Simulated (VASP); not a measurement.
# AlIn (P6/mmm) in VASP: notebook, part 2 of 2

VASP 6.6.1. Earlier steps stand in the parts before.

### 5 Single point, PBE (volume scaled by 0.98)

Contents of INCAR:

```
SYSTEM = AlIn
  PREC = Accurate
  ENCUT = 520
  EDIFF = 1E-7
  ISMEAR = -1
  SIGMA = 0.05
  LREAL = .False.
  LASPH = .True.
  NELM = 100
  ALGO = Normal
  ISIF = 2
  LWAVE = .False.
  LCHARG = .False.
  GGA = PE
  NBANDS = 15
```

Contents of KPOINTS:

```
regular mesh
0
Gamma
  10 10 5
  0 0 0
```

Contents of POSCAR:

```
AlIn
1.0
    3.0336318656      0.0000000000      0.0000000000
   -1.5168208992      2.6272080557      0.0000000000
    0.0000000000      0.0000000000      5.7889045932
Al In
1 1
Direct
    0.0000000000      0.0000000000      0.0000000000
    0.0000000000      0.0000000000      0.5000000000
```

Potentials or basis: VASP PAW PBE potentials, release 64 (Al, In_d).

On the command line:

```
> cat potpaw_PBE.64/Al/POTCAR potpaw_PBE.64/In_d/POTCAR > POTCAR
> mpirun -np 1 vasp_std > vasp.out
```

OUTCAR:

```text
SYSTEM = AlIn
   PREC = Accurate
   ENCUT = 520
   EDIFF = 1E-7
   ISMEAR = -1
   LREAL = .False.
   LASPH = .True.
   NELM = 100
   ISIF = 2
   GGA = PE

 ion  position               nearest neighbor table
   1  0.000  0.000  0.000-   2 2.89   2 2.89
   2  0.000  0.000  0.500-   1 2.89   1 2.89

  LATTYP: Found a hexagonal cell.
 ALAT       =     3.0336318656
 C/A-ratio  =     1.9082422817

  Lattice vectors:

 A1 = (   3.0336318656,   0.0000000000,   0.0000000000)
 A2 = (  -1.5168208992,   2.6272080557,   0.0000000000)
 A3 = (   0.0000000000,   0.0000000000,   5.7889045932)

Analysis of symmetry for initial positions (statically):
=====================================================================
 Subroutine PRICEL returns:
 Original cell was already a primitive cell.

 Routine SETGRP: Setting up the symmetry group for a
 hexagonal supercell.

 Subroutine GETGRP returns: Found 24 space group operations
 (whereof 24 operations were pure point group operations)
 out of a pool of 24 trial point group operations.

The static configuration has the point symmetry D_6h.

Analysis of symmetry for dynamics (positions and initial velocities):
=====================================================================
 Subroutine PRICEL returns:
 Original cell was already a primitive cell.

 Routine SETGRP: Setting up the symmetry group for a
 hexagonal supercell.

 Subroutine GETGRP returns: Found 24 space group operations
 (whereof 24 operations were pure point group operations)
 out of a pool of 24 trial point group operations.

The dynamic configuration has the point symmetry D_6h.

 Subroutine INISYM returns: Found 24 space group operations
 (whereof 24 operations are pure point group operations),
 and found     1 'primitive' translations

----------------------------------------------------------------------------------------

                                     Primitive cell

  volume of cell :      46.1375

  direct lattice vectors                    reciprocal lattice vectors
     3.033631866  0.000000000  0.000000000     0.329637888  0.190316727  0.000000000
    -1.516820899  2.627208056  0.000000000     0.000000000  0.380632207  0.000000000
     0.000000000  0.000000000  5.788904593     0.000000000  0.000000000  0.172744253

  length of vectors
     3.033631866  3.033639367  5.788904593     0.380633148  0.380632207  0.172744253

  position of ions in fractional coordinates (direct lattice)
     0.000000000  0.000000000  0.000000000
     0.000000000  0.000000000  0.500000000

  ion indices of the primitive-cell ions
   primitive index   ion index
                 1           1
                 2           2

----------------------------------------------------------------------------------------

 KPOINTS: regular mesh

Automatic generation of k-mesh.
 Grid dimensions read from file:
 generate k-points for:   10   10    5

 Generating k-lattice:

  Cartesian coordinates                     Fractional coordinates (reciprocal lattice)
     0.032963789  0.019031673  0.000000000     0.100000000  0.000000000  0.000000000
     0.000000000  0.038063221  0.000000000     0.000000000  0.100000000  0.000000000
     0.000000000  0.000000000  0.034548851     0.000000000  0.000000000  0.200000000

  Length of vectors
     0.038063315  0.038063221  0.034548851

[... 37 lines left out ...]
   total plane-waves  NPLWV =  27648
   dimension x,y,z NGX =    24 NGY =   24 NGZ =   48
   dimension x,y,z NGXF=    48 NGYF=   48 NGZF=   96
   ions per type =               1   1
   NGX,Y,Z   is equivalent  to a cutoff of  13.15, 13.15, 13.78 a.u.
   NGXF,Y,Z  is equivalent  to a cutoff of  26.30, 26.30, 27.57 a.u.
 SYSTEM =  AlIn
   PREC   = accura    normal or accurate (medium, high low for compatibility)
   ISTART =      0    job   : 0-new  1-cont  2-samecut
   ICHARG =      2    charge: 1-file 2-atom 10-const
   ISPIN  =      1    spin polarized calculation?
   LNONCOLLINEAR =      F non collinear calculations
   LSORBIT =      F    spin-orbit coupling
   LASPH  =      T    aspherical Exc in radial PAW
   ENCUT  =  520.0 eV  38.22 Ry    6.18 a.u.   5.64  5.64 10.76*2*pi/ulx,y,z
   NELM   =    100;   NELMIN=  2; NELMDL= -5     # of ELM steps
   EDIFF  = 0.1E-06   stopping-criterion for ELM
   LREAL  =      F    real-space projection
   EDIFFG = 0.1E-05   stopping-criterion for IOM
   NSW    =      0    number of steps for IOM
   IBRION =     -1    ionic relax: 0-MD 1-quasi-New 2-CG
   NFREE  =      0    steps in history (QN), initial steepest desc. (CG)
   ISIF   =      2    stress and relaxation
   ISYM   =      2    0-nonsym 1-usesym 2-fastsym
   POTIM  = 0.5000    time-step for ionic-motion
   TEBEG  =    0.0;   TEEND  =   0.0 temperature during run
   PSTRESS=    0.0 pullay stress
   NELECT =      16.0000    total number of electrons
   NUPDOWN=      -1.0000    fix difference up-down
   EMIN   =  10.00;   EMAX   =-10.00  energy-range for DOS
   EFERMI =   0.00;   METHOD = LEGACY
   ISMEAR =    -1;   SIGMA  =   0.05  broadening in eV -4-tet -1-fermi 0-gaus
   EFERMI_NEDOS =   21; number of points for ismear=-14 and -15
   IALGO  =     38    algorithm
   IMIX   =      4    mixing-type and parameters
     AMIX     =   0.40;   BMIX     =  1.00
     AMIX_MAG =   1.60;   BMIX_MAG =  1.00
  volume/ion in A,a.u.               =      23.07       155.68
  Fermi-wavevector in a.u.,A,eV,Ry     =   1.150174  2.173514 17.999153  1.322900
  Thomas-Fermi vector in A             =   2.286839
   LORBIT       =      0    0 simple, 1 ext, 2 COOP (PROOUT), +10 PAW based schemes
   GGA     = PE    functional components
   LHFCALC =     F    Hartree Fock is set to
   AEXX    =    0.0000 exact exchange contribution
   IVDW    =     0    specifies the selected vdW correction
   LEPSILON=     F    determine dielectric tensor
   LRPA    =     F    only Hartree local field effects (RPA)
 non-spin polarized calculation
  energy-cutoff  :      520.00
  volume of cell :       46.14
 maximum number of plane-waves:      1259
 NGX is ok and might be reduce to    24
   NGX = 11   NGY = 11   NGZ = 21

 number of electron      15.9999992 magnetization

 Free energy of the ion-electron system (eV)
  ---------------------------------------------------
  ext. energy  EPLUGINS =         0.00000000
  ---------------------------------------------------
  free energy    TOTEN  =        -5.77464189 eV

  energy without entropy =       -5.75747008  energy(sigma->0) =       -5.76605599

 E-fermi :   6.7530     XC(G=0):  -9.9122

 val. band max:        6.7163606128   @ k =   0.3000   0.3000   0.4000
 cond. band min:       6.7550661755   @ k =   0.3000   0.1000   0.2000
 fundamental gap:      0.0387055628
 Fermi energy:         6.7529976048

 k-point     1 :       0.0000    0.0000    0.0000
  band No.  band energies     occupation
      1      -8.1830      2.00000
      2      -8.0134      2.00000
      3      -8.0134      2.00000
      4      -7.6105      2.00000
      5      -7.6105      2.00000
      6      -2.9398      2.00000
      7       1.2082      2.00000
      8       2.7757      2.00000
      9      14.3979      0.00000
     10      16.1288      0.00000
     11      17.0942      0.00000
     12      17.0943      0.00000
     13      18.7920      0.00000
     14      18.7921      0.00000
[... 401 lines left out ...]
      2      -7.9688      2.00000
      3      -7.7122      2.00000
      4      -7.6807      2.00000
      5      -7.4824      2.00000
      6       2.0794      2.00000
      7       4.4604      2.00000
      8       4.6937      2.00000
      9       6.7093      1.41147
     10       8.8049      0.00000
     11      10.9347      0.00000
     12      11.6688      0.00000
     13      13.6186      0.00000
     14      16.2343      0.00000
     15      17.3753      0.00000

 [... further k-points ...]

------------------------ aborting loop because EDIFF is reached ----------------------------------------

  FORCE on cell =-STRESS in cart. coord.  units (eV):
  Direction    XX          YY          ZZ          XY          YZ          ZX
  --------------------------------------------------------------------------------------
  -------------------------------------------------------------------------------------
  Total        0.3535463      0.3535478      0.0283467     -0.0000007      0.0000000     -0.0000000
  in kB       12.2773066     12.2773607      0.9843720     -0.0000232      0.0000000     -0.0000000
  external PRESSURE =       8.5130131 kB  Pullay stress =       0.0000000 kB

 VOLUME and BASIS-vectors are now :
 -----------------------------------------------------------------------------
  energy-cutoff  :      520.00
  volume of cell :       46.14
      direct lattice vectors                 reciprocal lattice vectors
     3.033631866  0.000000000  0.000000000     0.329637888  0.190316727  0.000000000
    -1.516820899  2.627208056  0.000000000     0.000000000  0.380632207  0.000000000
     0.000000000  0.000000000  5.788904593     0.000000000  0.000000000  0.172744253

 POSITION                                       TOTAL-FORCE (eV/Angst)
 -----------------------------------------------------------------------------------
      0.00000      0.00000      0.00000        -0.000000      0.000000      0.000000
      0.00000      0.00000      2.89445         0.000000      0.000000      0.000000
 -----------------------------------------------------------------------------------
    total drift:                                0.000000      0.000000      0.000000

  FREE ENERGIE OF THE ION-ELECTRON SYSTEM (eV)
  ---------------------------------------------------
  free  energy   TOTEN  =        -5.7746418927 eV

  energy  without entropy=       -5.7574700783  energy(sigma->0) =       -5.76605599
```

stdout:

```text
POSCAR found type information on POSCAR AlIn
 POSCAR found :  2 types and       2 ions
 scaLAPACK will be used
 LDA part: xc-table for (Slater+PW92), standard interpolation
 POSCAR, INCAR and KPOINTS ok, starting setup
 FFT: planning ... GRIDC
 FFT: planning ... GRID_SOFT
 FFT: planning ... GRID
 WAVECAR not read
 entering main loop
```

Run time: 45 s. Hardware: 1 thread of AMD EPYC 7R13, shared host; peak memory 0.15 GiB.

Results:

| Item | Value |
| --- | --- |
| Free energy | -5.7746 eV |
| Pressure | 0.9 GPa |
| Band gap on the k mesh | zero (band 8 reaches 8.45 eV, above the bottom of band 9 at 4.80 eV) |

Stress tensor (GPa, compression positive):
```
1.23 0.00 0.00
0.00 1.23 0.00
0.00 0.00 0.10
```

Caveat: spin-orbit coupling is left out, which moves the levels of the heavy elements.

### 6 Overview

| cell | k mesh | gap on the mesh (eV) | pressure (GPa) |
| --- | --- | --- | --- |
| a = 3.054, b = 3.054, c = 5.945 Å, angles 90.0, 90.0, 120.0°, 2 atoms | 8 × 8 × 4 | none | -0.6 |
| a = 3.054, b = 3.054, c = 6.061 Å, angles 90.0, 90.0, 120.0°, 2 atoms | 8 × 8 × 4 | none | -1.5 |
| a = 2.992, b = 2.992, c = 5.709 Å, angles 90.0, 90.0, 120.0°, 2 atoms | 10 × 10 × 5 | none | 3.3 |
| a = 3.034, b = 3.034, c = 5.789 Å, angles 90.0, 90.0, 120.0°, 2 atoms | 10 × 10 × 5 | none | 0.9 |

Alike in all rows: task single point; level PBE; potentials or basis VASP PAW PBE potentials, release 64 (Al, In_d); no spin polarisation; cutoff (eV) 520; smearing fermi-dirac 0.05 eV.

Caveats: spin-orbit coupling is left out, which moves the levels of the heavy elements.

Total energies depend on the potentials used, so only differences within one code and one set of settings carry meaning.
